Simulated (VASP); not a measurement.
A run of VASP 6.6.1 is set up as follows.

Contents of INCAR:

```
SYSTEM = PbO
PREC = Accurate
ENCUT = 600
EDIFF = 1E-8
ISMEAR = 0
SIGMA = 0.01
LREAL = .FALSE.
LASPH = .TRUE.
NELM = 120
ALGO = Normal
ISIF = 3
LWAVE = .FALSE.
LCHARG = .TRUE.
GGA = PE
NBANDS = 28
IBRION = 6
NFREE = 2
POTIM = 0.015
NSW = 1
GGA_COMPAT = .FALSE.
```

The input KPOINTS:

```
Automatic mesh
0
G
  5 5 5
  0 0 0
```

Contents of POSCAR:

```
PbO
1.0
    3.9900000000      0.0000000000      0.0000000000
    0.0000000000      3.9900000000      0.0000000000
    0.0000000000      0.0000000000      5.0100000000
Pb O
2 2
Direct
    0.5000000000      0.0000000000      0.7600000000
    0.0000000000      0.5000000000      0.2400000000
    0.5000000000      0.5000000000      0.0000000000
    0.0000000000      0.0000000000      0.0000000000
```

Potentials or basis: VASP PAW PBE potentials, release 64 (Pb_d, O).

Launch:

```sh
$ cat potpaw_PBE.64/Pb_d/POTCAR potpaw_PBE.64/O/POTCAR > POTCAR
$ mpirun -np 1 vasp_std > vasp.out
```

Estimate the Voigt bulk modulus.

43 GPa.

What does it give for the highest phonon frequency at Γ, LO-TO splitting left out?

414 cm⁻¹.

Phonon frequencies in cm⁻¹ (negative: imaginary):
| q point | frequencies |
| --- | --- |
| (0.000, 0.000, 0.000) | 0 0 0 83 83 147 257 257 337 387 414 414 |

Caveat: the cell is under stress, which shifts elastic constants; the elastic tensor has a negative eigenvalue, so either the cell is unstable as it stands or the mesh is too thin.
